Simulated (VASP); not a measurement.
A run of VASP 6.6.1 is set up as follows.

Contents of INCAR:

```
ALGO = Normal
EDIFF = 1E-6
ENCUT = 520
GGA = PE
ISIF = 2
ISMEAR = 0
LASPH = True
LCHARG = False
LREAL = False
LWAVE = False
NBANDS = 6
NELM = 100
PREC = Accurate
SIGMA = 0.05
```

The input KPOINTS:

```
k-points
0
Gamma
  14 14 34
```

The input POSCAR:

```
H
1.0
    2.6742538828     -0.0118703816      0.0243236836
   -0.0118703816      2.5371615744      0.0695795133
    0.0090009250      0.0257477441      0.9520880401
H
1
Direct
    0.0000000000      0.0000000000      0.5000000000
```

Potentials or basis: VASP PAW PBE potentials, release 64 (H).

Run with:

```console
$ cat potpaw_PBE.64/H/POTCAR > POTCAR
$ mpirun -np 1 vasp_std > vasp.out
```

Question: Estimate the pressure.

Answer: 5.3 GPa.

Stress tensor (GPa, compression positive):
```
 1.50 -0.02  0.08
-0.02  2.89  0.23
 0.08  0.23 11.46
```

Caveat: the cell differs from its parent crystal (the cell strained at random).
